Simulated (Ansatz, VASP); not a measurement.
## Two plane-wave programs on I

```
I
1.0
     3.63503   -2.39502    0.00000
     3.63503    2.39502    0.00000
     0.00000    0.00000    9.79344
I
4
Cartesian
  3.6350 -0.7152 3.7646
  3.6350 1.6799 1.1321
  3.6350 0.7152 6.0288
  3.6350 -1.6799 8.6613
```

Alike in both runs: functional HSE06; k mesh 4 × 4 × 2; occupations fermi-dirac, width 0.05 eV; no spin polarisation.

```csv
,VASP,Ansatz
version,VASP 6.6.1,Ansatz 0.2.0
potentials or method,"VASP PAW PBE potentials, release 64 (I)",Ansatz PAW
plane-wave cutoff (eV),520,420
valence electrons in the cell,28,68
task,single point,band structure
```

```csv
,VASP,Ansatz,Ansatz less VASP
gap on the k mesh at the Fermi level (eV),2.14,2.14,0.000
least direct gap on the mesh (eV),2.35,2.35,+0.006
pressure (GPa),0.9,1.0,+0.12
"traceless stress, the component that is largest in VASP (GPa)",-0.20,-0.20,-0.002
rms of the force components (eV/Å),0.148,0.174,+0.0259
```

Atom by atom the forces differ by 0.027 eV/Å (rms over components). With one functional, cell and mesh, what is left measures potentials, basis and numerics. VASP's potentials hold 28 valence electrons a cell and Ansatz's 68, so a difference there can come from the potentials and not from the codes.

Neither program's run includes spin-orbit coupling.
